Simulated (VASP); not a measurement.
# KBr (Fm-3m) in VASP: single point with PBE

Aim: the single point of KBr with PBE.

Program: VASP 6.6.1. These are calculated values, not measurements. Logs are shortened: lines on timing, memory, paths and dates and some standing lists are left out, and cuts for length are marked.

## (1) The cell of the first run

It takes space group Fm-3m (No. 225, cubic). The conventional cell has a = 6.700 Å, b = 6.700 Å, c = 6.700 Å, α = 90.00°, β = 90.00°, γ = 90.00°. Within 4.4 Å of K (site symmetry m-3m) lie 6 Br at 3.35 Å. Within 4.4 Å of Br (site symmetry m-3m) lie 6 K at 3.35 Å.

## (2) Single point, PBE

INCAR reads:

```
SYSTEM = KBr
PREC = Accurate
ENCUT = 520
EDIFF = 1E-6
ISMEAR = 0
SIGMA = 0.02
LREAL = .False.
LASPH = .True.
NELM = 80
ALGO = Normal
ISIF = 2
LWAVE = .False.
LCHARG = .False.
GGA = PE
NBANDS = 15
```

KPOINTS reads:

```
Automatic mesh
0
Gamma
  6 6 6
  0 0 0
```

POSCAR reads:

```
KBr
1.0
    0.0000000000      3.3499672044      3.3499672044
    3.3499672044      0.0000000000      3.3499672044
    3.3499672044      3.3499672044      0.0000000000
K Br
1 1
Direct
    0.0000000000      0.0000000000      0.0000000000
    0.5000000000      0.5000000000      0.5000000000
```

Potentials or basis: VASP PAW PBE potentials, release 64 (K_sv, Br).

Launch:

```
> cat potpaw_PBE.64/K_sv/POTCAR potpaw_PBE.64/Br/POTCAR > POTCAR
> mpirun -np 1 vasp_std > vasp.out
```

OUTCAR:

```text
SYSTEM = KBr
   PREC = Accurate
   ENCUT = 520
   EDIFF = 1E-6
   ISMEAR = 0
   LREAL = .False.
   LASPH = .True.
   NELM = 80
   ISIF = 2
   GGA = PE

 ion  position               nearest neighbor table
   1  0.000  0.000  0.000-
   2  0.500  0.500  0.500-

  LATTYP: Found a face centered cubic cell.
 ALAT       =     6.6999344088

  Lattice vectors:

 A1 = (   0.0000000000,   3.3499672044,   3.3499672044)
 A2 = (   3.3499672044,   0.0000000000,   3.3499672044)
 A3 = (   3.3499672044,   3.3499672044,   0.0000000000)

Analysis of symmetry for initial positions (statically):
=====================================================================
 Subroutine PRICEL returns:
 Original cell was already a primitive cell.

 Routine SETGRP: Setting up the symmetry group for a
 face centered cubic supercell.

 Subroutine GETGRP returns: Found 48 space group operations
 (whereof 48 operations were pure point group operations)
 out of a pool of 48 trial point group operations.

The static configuration has the point symmetry O_h .

Analysis of symmetry for dynamics (positions and initial velocities):
=====================================================================
 Subroutine PRICEL returns:
 Original cell was already a primitive cell.

 Routine SETGRP: Setting up the symmetry group for a
 face centered cubic supercell.

 Subroutine GETGRP returns: Found 48 space group operations
 (whereof 48 operations were pure point group operations)
 out of a pool of 48 trial point group operations.

The dynamic configuration has the point symmetry O_h .

 Subroutine INISYM returns: Found 48 space group operations
 (whereof 48 operations are pure point group operations),
 and found     1 'primitive' translations

----------------------------------------------------------------------------------------

                                     Primitive cell

  volume of cell :      75.1885

  direct lattice vectors                    reciprocal lattice vectors
     0.000000000  3.349967204  3.349967204    -0.149255193  0.149255193  0.149255193
     3.349967204  0.000000000  3.349967204     0.149255193 -0.149255193  0.149255193
     3.349967204  3.349967204  0.000000000     0.149255193  0.149255193 -0.149255193

  length of vectors
     4.737569054  4.737569054  4.737569054     0.258517577  0.258517577  0.258517577

  position of ions in fractional coordinates (direct lattice)
     0.000000000  0.000000000  0.000000000
     0.500000000  0.500000000  0.500000000

  ion indices of the primitive-cell ions
   primitive index   ion index
                 1           1
                 2           2

----------------------------------------------------------------------------------------

 KPOINTS: Automatic mesh

Automatic generation of k-mesh.
 Grid dimensions read from file:
 generate k-points for:    6    6    6

 Generating k-lattice:

  Cartesian coordinates                     Fractional coordinates (reciprocal lattice)
    -0.024875865  0.024875865  0.024875865     0.166666667  0.000000000  0.000000000
     0.024875865 -0.024875865  0.024875865     0.000000000  0.166666667  0.000000000
     0.024875865  0.024875865 -0.024875865     0.000000000  0.000000000  0.166666667

  Length of vectors
     0.043086263  0.043086263  0.043086263

  Shift w.r.t. Gamma in fractional coordinates (k-lattice)
     0.000000000  0.000000000  0.000000000

 Subroutine IBZKPT returns following result:
 ===========================================

 Found     16 irreducible k-points:

 Following reciprocal coordinates:
            Coordinates               Weight
  0.000000  0.000000  0.000000      1.000000
  0.166667  0.000000  0.000000      8.000000
  0.333333  0.000000  0.000000      8.000000
  0.500000  0.000000  0.000000      4.000000
  0.166667  0.166667  0.000000      6.000000
  0.333333  0.166667  0.000000     24.000000
[... 8 lines left out ...]
 -0.333333  0.333333  0.166667     24.000000
 -0.333333  0.500000  0.166667     12.000000
   k-points           NKPTS =     16   k-points in BZ     NKDIM =     16   number of bands    NBANDS=     15
   number of dos      NEDOS =    301   number of ions     NIONS =      2
   total plane-waves  NPLWV =  46656
   dimension x,y,z NGX =    36 NGY =   36 NGZ =   36
   dimension x,y,z NGXF=    72 NGYF=   72 NGZF=   72
   ions per type =               1   1
   NGX,Y,Z   is equivalent  to a cutoff of  12.63, 12.63, 12.63 a.u.
   NGXF,Y,Z  is equivalent  to a cutoff of  25.27, 25.27, 25.27 a.u.
 SYSTEM =  KBr
   PREC   = accura    normal or accurate (medium, high low for compatibility)
   ISTART =      0    job   : 0-new  1-cont  2-samecut
   ICHARG =      2    charge: 1-file 2-atom 10-const
   ISPIN  =      1    spin polarized calculation?
   LNONCOLLINEAR =      F non collinear calculations
   LSORBIT =      F    spin-orbit coupling
   LASPH  =      T    aspherical Exc in radial PAW
   ENCUT  =  520.0 eV  38.22 Ry    6.18 a.u.   8.81  8.81  8.81*2*pi/ulx,y,z
   NELM   =     80;   NELMIN=  2; NELMDL= -5     # of ELM steps
   EDIFF  = 0.1E-05   stopping-criterion for ELM
   LREAL  =      F    real-space projection
   EDIFFG = 0.1E-04   stopping-criterion for IOM
   NSW    =      0    number of steps for IOM
   IBRION =     -1    ionic relax: 0-MD 1-quasi-New 2-CG
   NFREE  =      0    steps in history (QN), initial steepest desc. (CG)
   ISIF   =      2    stress and relaxation
   ISYM   =      2    0-nonsym 1-usesym 2-fastsym
   POTIM  = 0.5000    time-step for ionic-motion
   TEBEG  =    0.0;   TEEND  =   0.0 temperature during run
   PSTRESS=    0.0 pullay stress
   NELECT =      16.0000    total number of electrons
   NUPDOWN=      -1.0000    fix difference up-down
   EMIN   =  10.00;   EMAX   =-10.00  energy-range for DOS
   EFERMI =   0.00;   METHOD = LEGACY
   ISMEAR =     0;   SIGMA  =   0.02  broadening in eV -4-tet -1-fermi 0-gaus
   EFERMI_NEDOS =   21; number of points for ismear=-14 and -15
   IALGO  =     38    algorithm
   IMIX   =      4    mixing-type and parameters
     AMIX     =   0.40;   BMIX     =  1.00
     AMIX_MAG =   1.60;   BMIX_MAG =  1.00
  volume/ion in A,a.u.               =      37.59       253.70
  Fermi-wavevector in a.u.,A,eV,Ry     =   0.977382  1.846984 12.997309  0.955275
  Thomas-Fermi vector in A             =   2.108075
   LORBIT       =      0    0 simple, 1 ext, 2 COOP (PROOUT), +10 PAW based schemes
   GGA     = PE    functional components
   LHFCALC =     F    Hartree Fock is set to
   AEXX    =    0.0000 exact exchange contribution
   IVDW    =     0    specifies the selected vdW correction
   LEPSILON=     F    determine dielectric tensor
   LRPA    =     F    only Hartree local field effects (RPA)
 non-spin polarized calculation
 Gauss-broadening in eV      SIGMA  =   0.02
  energy-cutoff  :      520.00
  volume of cell :       75.19
 maximum number of plane-waves:      2085
   NGX = 17   NGY = 17   NGZ = 17

 number of electron      16.0000000 magnetization

 Free energy of the ion-electron system (eV)
  ---------------------------------------------------
  ext. energy  EPLUGINS =         0.00000000
  ---------------------------------------------------
  free energy    TOTEN  =        -6.22353966 eV

  energy without entropy =       -6.22353966  energy(sigma->0) =       -6.22353966

 E-fermi :  -1.7951     XC(G=0):  -7.1923

 val. band max:       -1.9133301768   @ k =   0.0000   0.0000   0.0000
 cond. band min:       2.4026395101   @ k =   0.0000   0.0000   0.0000
 fundamental gap:      4.3159696869
 Fermi energy:        -1.7951440722

 k-point     1 :       0.0000    0.0000    0.0000
  band No.  band energies     occupation
      1     -29.7936      2.00000
      2     -14.1530      2.00000
      3     -13.2674      2.00000
      4     -13.2674      2.00000
      5     -13.2674      2.00000
      6      -1.9133      2.00000
      7      -1.9133      2.00000
      8      -1.9133      2.00000
      9       2.4026      0.00000
     10       5.6774      0.00000
     11       5.6774      0.00000
     12       5.6774      0.00000
     13       6.4729      0.00000
     14       6.4729      0.00000
     15       9.5689      0.00000

 k-point     2 :       0.1667    0.0000    0.0000
  band No.  band energies     occupation
      1     -29.7925      2.00000
      2     -14.2020      2.00000
      3     -13.2686      2.00000
      4     -13.2686      2.00000
      5     -13.2032      2.00000
      6      -2.2509      2.00000
      7      -1.9921      2.00000
      8      -1.9921      2.00000
      9       3.0310      0.00000
     10       5.5285      0.00000
     11       5.9875      0.00000
     12       5.9875      0.00000
     13       6.8044      0.00000
     14       6.8044      0.00000
     15      10.4033      0.00000

 k-point     3 :       0.3333    0.0000    0.0000
  band No.  band energies     occupation
      1     -29.7903      2.00000
      2     -14.2850      2.00000
      3     -13.2710      2.00000
      4     -13.2710      2.00000
      5     -13.0895      2.00000
      6      -2.7825      2.00000
      7      -2.1408      2.00000
      8      -2.1408      2.00000
      9       4.1474      0.00000
     10       5.7001      0.00000
     11       6.8154      0.00000
     12       6.8154      0.00000
     13       7.6410      0.00000
     14       7.6410      0.00000
     15       9.3307      0.00000

 k-point     4 :       0.5000    0.0000    0.0000
  band No.  band energies     occupation
      1     -29.7892      2.00000
      2     -14.3212      2.00000
      3     -13.2723      2.00000
      4     -13.2723      2.00000
      5     -13.0377      2.00000
      6      -3.0056      2.00000
      7      -2.2112      2.00000
      8      -2.2112      2.00000
      9       4.5796      0.00000
     10       6.1493      0.00000
     11       7.7253      0.00000
     12       7.7253      0.00000
     13       8.0181      0.00000
     14       8.0181      0.00000
     15       8.7236      0.00000
[... 163 lines left out ...]
 k-point    14 :       0.5000    0.3333    0.1667
  band No.  band energies     occupation
      1     -29.7889      2.00000
      2     -14.2147      2.00000
      3     -13.2997      2.00000
      4     -13.2849      2.00000
      5     -13.1510      2.00000
      6      -2.7159      2.00000
      7      -2.2634      2.00000
      8      -2.2260      2.00000
      9       4.9161      0.00000
     10       4.9764      0.00000
     11       6.8288      0.00000
     12       7.6810      0.00000
     13       7.7047      0.00000
     14       7.8617      0.00000
     15       8.8667      0.00000

 k-point    15 :      -0.3333    0.3333    0.1667
  band No.  band energies     occupation
      1     -29.7882      2.00000
      2     -14.2042      2.00000
      3     -13.3077      2.00000
      4     -13.2967      2.00000
      5     -13.1479      2.00000
      6      -2.6820      2.00000
      7      -2.4052      2.00000
      8      -2.2761      2.00000
      9       5.2175      0.00000
     10       5.6021      0.00000
     11       6.4492      0.00000
     12       7.0837      0.00000
     13       8.2748      0.00000
     14       8.5518      0.00000
     15       8.9028      0.00000

 k-point    16 :      -0.3333    0.5000    0.1667
  band No.  band energies     occupation
      1     -29.7879      2.00000
      2     -14.1368      2.00000
      3     -13.3306      2.00000
      4     -13.3082      2.00000
      5     -13.2057      2.00000
      6      -2.5785      2.00000
      7      -2.3514      2.00000
      8      -2.3339      2.00000
      9       4.6802      0.00000
     10       5.8249      0.00000
     11       6.2629      0.00000
     12       7.1518      0.00000
     13       7.9548      0.00000
     14       8.7264      0.00000
     15       9.1802      0.00000

------------------------ aborting loop because EDIFF is reached ----------------------------------------

  FORCE on cell =-STRESS in cart. coord.  units (eV):
  Direction    XX          YY          ZZ          XY          YZ          ZX
  --------------------------------------------------------------------------------------
  -------------------------------------------------------------------------------------
  Total        0.0304822      0.0304822      0.0304822      0.0000000      0.0000000     -0.0000000
  in kB        0.6495382      0.6495382      0.6495382      0.0000000      0.0000000     -0.0000000
  external PRESSURE =       0.6495382 kB  Pullay stress =       0.0000000 kB

 VOLUME and BASIS-vectors are now :
 -----------------------------------------------------------------------------
  energy-cutoff  :      520.00
  volume of cell :       75.19
      direct lattice vectors                 reciprocal lattice vectors
     0.000000000  3.349967204  3.349967204    -0.149255193  0.149255193  0.149255193
     3.349967204  0.000000000  3.349967204     0.149255193 -0.149255193  0.149255193
     3.349967204  3.349967204  0.000000000     0.149255193  0.149255193 -0.149255193

 POSITION                                       TOTAL-FORCE (eV/Angst)
 -----------------------------------------------------------------------------------
      0.00000      0.00000      0.00000        -0.000000      0.000000      0.000000
      3.34997      3.34997      3.34997         0.000000     -0.000000     -0.000000
 -----------------------------------------------------------------------------------
    total drift:                                0.000000      0.000000      0.000000

  FREE ENERGIE OF THE ION-ELECTRON SYSTEM (eV)
  ---------------------------------------------------
  free  energy   TOTEN  =        -6.2235396598 eV

  energy  without entropy=       -6.2235396598  energy(sigma->0) =       -6.22353966
```

Run time: 48 s. Hardware: 1 thread of AMD EPYC, shared host; peak memory 0.17 GiB.

What came out:

```yaml
Free_energy: -6.2235 eV
Pressure: 0.1 GPa
Band_gap_on_the_k_mesh: 4.32 eV, direct
```

Expect the measured gap to be larger: semilocal functionals such as PBE lack the derivative discontinuity.
